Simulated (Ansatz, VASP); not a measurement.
CoSi2 in VASP and in Ansatz

```
Co Si
1.0
     0.00000    2.69265    2.58494
     2.69265    0.00000    2.58494
     2.69265    2.69265    0.00000
Co Si
1 2
Direct
  0.00000 0.00000 0.00000
  0.25000 0.25000 0.25000
  0.75000 0.75000 0.75000
```

Alike in both runs: task single point; functional PBEsol; k mesh 18 × 18 × 18; occupations gaussian, width 0.15 eV; no spin polarisation.

|  | VASP | Ansatz |
| --- | --- | --- |
| version | VASP 6.6.1 | Ansatz 0.2.0 |
| potentials or method | VASP PAW PBE potentials, release 64 (Co, Si), cutoff 520 eV | scalar-relativistic, plane waves, PAW |
| valence electrons in the cell | 17 | 25 |

VASP gave:

| Item | Value |
| --- | --- |
| gap on the k mesh at the Fermi level (eV) | none |
| pressure (GPa) | 0.2 |
| traceless stress, the component that is largest in VASP (GPa) | 3.08 |

Q: What did Ansatz give for the same quantities?

A: gap on the k mesh at the Fermi level (eV): none; pressure (GPa): 0.1; traceless stress, the component that is largest in VASP (GPa): 3.07.

VASP's potentials were made for PBE, not for PBEsol. A gap of «none» marks a metal or a gap that the smearing closes. VASP's potentials hold 17 valence electrons a cell and Ansatz's 25, so a difference there can come from the potentials and not from the codes.
